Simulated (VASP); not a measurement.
Runs of VASP 6.6.1 on Si. The structure is that of space group Fd-3m (No. 227), or close to it. The cells are those of the table. 

| cell | smearing | gap on the mesh (eV) | pressure (GPa) |
| --- | --- | --- | --- |
| a = 3.632 Å, angles 60.0°, 2 atoms | methfessel-paxton 0.02 eV | 0.22 | 20.1 |
| a = 3.711 Å, angles 60.0°, 2 atoms | methfessel-paxton 0.02 eV | 0.34 | 10.1 |
| a = 3.820 Å, angles 60.0°, 2 atoms | methfessel-paxton 0.02 eV | 0.49 | 0.1 |
| a = 3.569 Å, angles 60.0°, 2 atoms | methfessel-paxton 0.0152 eV | (a) | (b) |

Alike in all rows: task single point; level LDA; potentials or basis VASP PAW LDA potentials, release 64 (Si); no spin polarisation; k mesh 8 × 8 × 8; cutoff (eV) 500.

Q: Fill in the values left out.

A: (a) 0.10; (b) 30.2.

A k mesh can miss the band edges.
